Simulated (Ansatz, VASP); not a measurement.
BPd4 in VASP and in Ansatz

```xyz
5
Lattice="-2.6561 2.6561 2.6561 2.6561 -2.6561 2.6561 2.6561 2.6561 -2.6561" Properties=species:S:1:pos:R:3 pbc="T T T"
B     0.0000    0.0000    0.0000
Pd    1.3280    1.3280    1.3280
Pd    1.3280    1.3280   -1.3280
Pd    1.3280   -1.3280    1.3280
Pd   -1.3280    1.3280    1.3280
```

Alike in both runs: functional PBE; k mesh 4 × 4 × 4; occupations gaussian, width 0.1 eV; no spin polarisation.

Ansatz relaxed the structure, and its values are those at the end. VASP's run is a single point on that final structure, the one shown.

|  | VASP | Ansatz |
| --- | --- | --- |
| version | VASP 6.6.1 | Ansatz 0.2.0 |
| potentials or method | VASP PAW PBE potentials, release 64 (B, Pd), cutoff 520 eV | scalar-relativistic, plane waves, PAW |
| valence electrons in the cell | 43 | 75 |

VASP gave:

| Item | Value |
| --- | --- |
| gap on the k mesh at the Fermi level (eV) | none |
| pressure (GPa) | -0.4 |

**Question.** What did Ansatz give for the same quantities?

**Answer.** gap on the k mesh at the Fermi level (eV): none; pressure (GPa): -0.2.

A gap of «none» marks a metal or a gap that the smearing closes. With one functional, cell and mesh, what is left measures potentials, basis and numerics. VASP's potentials hold 43 valence electrons a cell and Ansatz's 75, so a difference there can come from the potentials and not from the codes.

The k mesh is coarse, so the values compare programs but aren't converged.
